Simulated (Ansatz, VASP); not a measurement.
# Two plane-wave programs on Se

```xyz
4
Lattice="3.6590 0.0000 0.0000 -1.8295 3.1688 0.0000 0.0000 0.0000 11.6213" Properties=species:S:1:pos:R:3 pbc="T T T"
Se    0.0000    2.1126    3.8130
Se    1.8295    1.0563    7.8083
Se    1.8295    1.0563    9.6236
Se    0.0000    2.1126    1.9977
```

Alike in both runs: task single point; functional PBEsol; k mesh 15 × 15 × 4; occupations gaussian, width 0.1 eV; no spin polarisation.

```csv
,VASP,Ansatz
version,VASP 6.6.1,Ansatz 0.2.0
potentials or method,"VASP PAW PBE potentials, release 64 (Se), cutoff 520 eV","scalar-relativistic, plane waves, PAW"
valence electrons in the cell,24,64
```

|  | VASP | Ansatz | Ansatz less VASP |
| --- | --- | --- | --- |
| gap on the k mesh at the Fermi level (eV) | none | none | - |
| pressure (GPa) | 22.6 | 21.4 | -1.17 |
| traceless stress, the component that is largest in VASP (GPa) | 55.88 | 53.54 | -2.333 |
| rms of the force components (eV/Å) | 10.556 | 10.087 | -0.4692 |

VASP's potentials were made for PBE, not for PBEsol. Atom by atom the forces differ by 0.469 eV/Å (rms over components). A gap of «none» marks a metal or a gap that the smearing closes. VASP's potentials hold 24 valence electrons a cell and Ansatz's 64, so a difference there can come from the potentials and not from the codes.
